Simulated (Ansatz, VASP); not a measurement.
CdBr: VASP beside Ansatz

INCAR

```
PREC = Accurate
ENCUT = 520
EDIFF = 1E-7
ISMEAR = -1
SIGMA = 0.05
LREAL = F
LASPH = T
NELM = 100
ALGO = Normal
ISIF = 2
LWAVE = F
LCHARG = T
GGA = PE
LELF = T
LVHAR = T
NBANDS = 16
```

The input KPOINTS:

```
regular mesh
0
Gamma
  8 8 6
```

POSCAR

```
CdBr
1.0
    3.4074892364      0.0000000000      0.0000000000
    0.0000000000      3.4074892364      0.0000000000
    0.0000000000      0.0000000000      4.9074542872
Cd Br
1 1
Direct
    0.0000000000      0.0000000000      0.0000000000
    0.5000000000      0.5000000000      0.5000000000
```

The input input.yaml:

```yaml
crystal:
  lattice:
    - [3.4074892364, 0.0, 0.0]
    - [0.0, 3.4074892364, 0.0]
    - [0.0, 0.0, 4.9074542872]
  atoms:
    - { symbol: Cd, position: [0.0, 0.0, 0.0] }
    - { symbol: Br, position: [0.5, 0.5, 0.5] }
kpoints:
  mp_grid: { grid: [8, 8, 6] }
scf:
  occupations: { method: fermi_dirac, width: 0.05 }
hamiltonian:
  xc: pbe
  pseudopotentials: { kind: all_electron, lapw: { basis_error: 0.0005 } }
output:
  forces: true
  stress: true
  eigenvalues: true
```

Change from the starting cell: volume scaled by 1.04.

Alike in both runs: task single point; functional PBE; k mesh 8 × 8 × 6; occupations fermi-dirac, width 0.05 eV; no spin polarisation.

|  | VASP | Ansatz |
| --- | --- | --- |
| version | VASP 6.6.1 | Ansatz 0.2.0 |
| potentials or method | VASP PAW PBE potentials, release 64 (Cd, Br), cutoff 520 eV | all-electron LAPW, scalar-relativistic |

VASP gave:

* gap on the k mesh at the Fermi level (eV): none
* pressure (GPa): -0.9
* traceless stress, the component that is largest in VASP (GPa): -6.23

Problem. Estimate Ansatz's values.

Solution. gap on the k mesh at the Fermi level (eV): none; pressure (GPa): -1.0; traceless stress, the component that is largest in VASP (GPa): -6.24.

A gap of «none» marks a metal or a gap that the smearing closes. Ansatz ran all-electron here, and VASP with PAW potentials.
